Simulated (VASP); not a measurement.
Input of a VASP 6.6.1 run:

INCAR

```
SYSTEM = KW3
ALGO = Fast
EDIFF = 1E-6
ENCUT = 520
GGA = PE
ISIF = 2
ISMEAR = 0
LASPH = .TRUE.
LCHARG = .TRUE.
LELF = .TRUE.
LREAL = .FALSE.
LVHAR = .TRUE.
LWAVE = .FALSE.
NBANDS = 61
NELM = 80
PREC = Accurate
SIGMA = 0.1
```

The input KPOINTS:

```
k-points
0
G
  3 3 4
  0 0 0
```

POSCAR

```
KW3
1.0
    8.1428261390      0.0000000000      0.0000000000
   -4.0714130695      7.0518942950      0.0000000000
    0.0000000000      0.0000000000      4.3422190838
K W
2 6
Direct
    0.3333333333      0.6666666667      0.2500000000
    0.6666666667      0.3333333333      0.7500000000
    0.8935381408      0.7870762816      0.2500000000
    0.1064618592      0.8935381408      0.7500000000
    0.2129237184      0.1064618592      0.2500000000
    0.1064618592      0.2129237184      0.7500000000
    0.8935381408      0.1064618592      0.2500000000
    0.7870762816      0.8935381408      0.7500000000
```

Potentials or basis: VASP PAW PBE potentials, release 64 (K_sv, W_sv).

Run with:

```sh
$ cat potpaw_PBE.64/K_sv/POTCAR potpaw_PBE.64/W_sv/POTCAR > POTCAR
$ mpirun -np 1 vasp_std > vasp.out
```

Q: What does it give for the pressure?

A: 0.3 GPa.

Q: What does it give for the band gap on the k mesh?

A: Zero (bands 51 and 52 overlap by 0.27 eV).

Q: Predict the largest force.

A: 0.079 eV/Å.

Forces on the atoms (eV/Å):
```
K    0.000  0.000  0.000
K    0.000  0.000  0.000
W    0.000 -0.079  0.000
W    0.068 -0.039  0.000
W    0.068  0.039  0.000
W    0.000  0.079  0.000
W   -0.068  0.039  0.000
W   -0.068 -0.039  0.000
```

Caveat: the k points lie up to 0.36 Å⁻¹ apart; spin-orbit coupling is left out, which moves the levels of the heavy elements.
